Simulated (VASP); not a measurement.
A run of VASP 6.6.1 is set up as follows.

Contents of INCAR:

```
PREC     = Accurate       # precision mode
ENCUT    = 520            # plane-wave cutoff, eV
EDIFF    = 1E-6           # SCF threshold, eV
ISMEAR   = 0              # smearing method
SIGMA    = 0.1            # smearing width, eV
LREAL    = F              # projectors in reciprocal space
LASPH    = T              # aspherical terms in the spheres
NELM     = 100            # most SCF steps
ALGO     = Normal         # electronic algorithm
ISIF     = 2              # what is computed and relaxed
LWAVE    = F              # write WAVECAR
LCHARG   = F              # write CHGCAR
GGA      = PS             # functional
NBANDS   = 43             # bands
```

KPOINTS

```
regular mesh
0
Gamma
  8 8 8
```

POSCAR

```
Sn2O
1.0
    5.1134199155      0.0000000000      0.0000000000
    0.0000000000      5.1134199155      0.0000000000
    0.0000000000      0.0000000000      5.1134199155
Sn O
4 2
Direct
    0.2500000000      0.2500000000      0.2500000000
    0.7500000000      0.7500000000      0.2500000000
    0.2500000000      0.7500000000      0.7500000000
    0.7500000000      0.2500000000      0.7500000000
    0.0000000000      0.0000000000      0.0000000000
    0.5000000000      0.5000000000      0.5000000000
```

Potentials or basis: VASP PAW PBE potentials, release 64 (Sn_d, O).

Run with:

```sh
$ cat potpaw_PBE.64/Sn_d/POTCAR potpaw_PBE.64/O/POTCAR > POTCAR
$ mpirun -np 1 vasp_std > vasp.out
```

Q: Estimate the pressure.

A: 0.1 GPa.

Q: Predict the band gap on the k mesh.

A: Zero (band 34 reaches 6.26 eV, above the bottom of band 35 at 5.00 eV).

Caveat: the PAW data sets were made with another functional, which shifts forces and pressure a little; spin-orbit coupling is left out, which moves the levels of the heavy elements.
